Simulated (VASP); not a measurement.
A run of VASP 6.6.1:

INCAR

```
SYSTEM = Hf2Al3Ag
  ALGO = Normal
  EDIFF = 1E-6
  ENCUT = 520
  GGA = PS
  ISIF = 2
  ISMEAR = 1
  LASPH = .TRUE.
  LCHARG = .TRUE.
  LELF = .TRUE.
  LREAL = .FALSE.
  LVHAR = .TRUE.
  LWAVE = .FALSE.
  NBANDS = 29
  NELM = 100
  PREC = Accurate
  SIGMA = 0.05
```

File KPOINTS:

```
k-points
0
G
  5 5 5
  0 0 0
```

Contents of POSCAR:

```
Hf2Al3Ag
1.0
    2.6584669300      1.5348666000      4.2457426300
   -2.6584669300      1.5348666000      4.2457426300
    0.0000000000     -3.0697332000      4.2457426300
Hf Al Ag
2 3 1
Direct
    0.6234436306      0.6234436306      0.6234436306
    0.3765563701      0.3765563701      0.3765563701
   -0.0000000005      0.5000000013      0.0000000004
    0.5000000013     -0.0000000005      0.0000000004
    0.0000000004      0.0000000004      0.5000000004
    0.0000000000      0.0000000000      0.0000000000
```

Potentials or basis: VASP PAW PBE potentials, release 64 (Hf_pv, Al, Ag).

Command:

```bash
$ cat potpaw_PBE.64/Hf_pv/POTCAR potpaw_PBE.64/Al/POTCAR potpaw_PBE.64/Ag/POTCAR > POTCAR
$ mpirun -np 1 vasp_std > vasp.out
```

Hardware: 1 thread of Intel(R) Xeon(R) Platinum 8259CL CPU @ 2.50GHz (Skylake/Cascade Lake), with other jobs on the host.

Problem. Estimate the wall time of this run.

Solution. Wall time 100 s on 1 thread of Intel(R) Xeon(R) Platinum 8259CL CPU @ 2.50GHz (Skylake/Cascade Lake) (shared host), peak memory 0.27 GiB. Counts: scf iterations 14, k points 19.
